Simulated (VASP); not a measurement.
Input of a VASP 6.6.1 run:

The input INCAR:

```
SYSTEM = Bi
  PREC = Accurate
  ENCUT = 500
  EDIFF = 1E-7
  ISMEAR = 0
  SIGMA = 0.1
  LREAL = .False.
  LASPH = .True.
  NELM = 120
  ALGO = Normal
  ISIF = 3
  LWAVE = .False.
  LCHARG = .False.
  GGA = PS
  IBRION = 2
  NSW = 100
  EDIFFG = -0.002
  PSTRESS = 408.0
  GGA_COMPAT = .False.
  NELMIN = 4
```

Contents of KPOINTS:

```
regular mesh
0
Gamma
  16 16 16
  0 0 0
```

The input POSCAR:

```
Bi
1.0
   -1.7586591295      1.7586591295      1.7586591295
    1.7586591295     -1.7586591295      1.7586591295
    1.7586591295      1.7586591295     -1.7586591295
Bi
1
Direct
    0.0000000000      0.0000000000      0.0000000000
```

Potentials or basis: VASP PAW PBE potentials, release 64 (Bi_d).

The run is started by

```sh
$ cat potpaw_PBE.64/Bi_d/POTCAR > POTCAR
$ mpirun -np 1 vasp_std > vasp.out
```

Task: Predict the band gap on the k mesh.

Result: Zero (an odd number of electrons rules out a gap without spin polarisation).

Final structure:
```
Bi
1.0
    -1.75860    1.75860    1.75860
     1.75860   -1.75860    1.75860
     1.75860    1.75860   -1.75860
Bi
1
Direct
  0.00000 0.00000 0.00000
```

Caveat: spin-orbit coupling is left out, which moves the levels of the heavy elements.
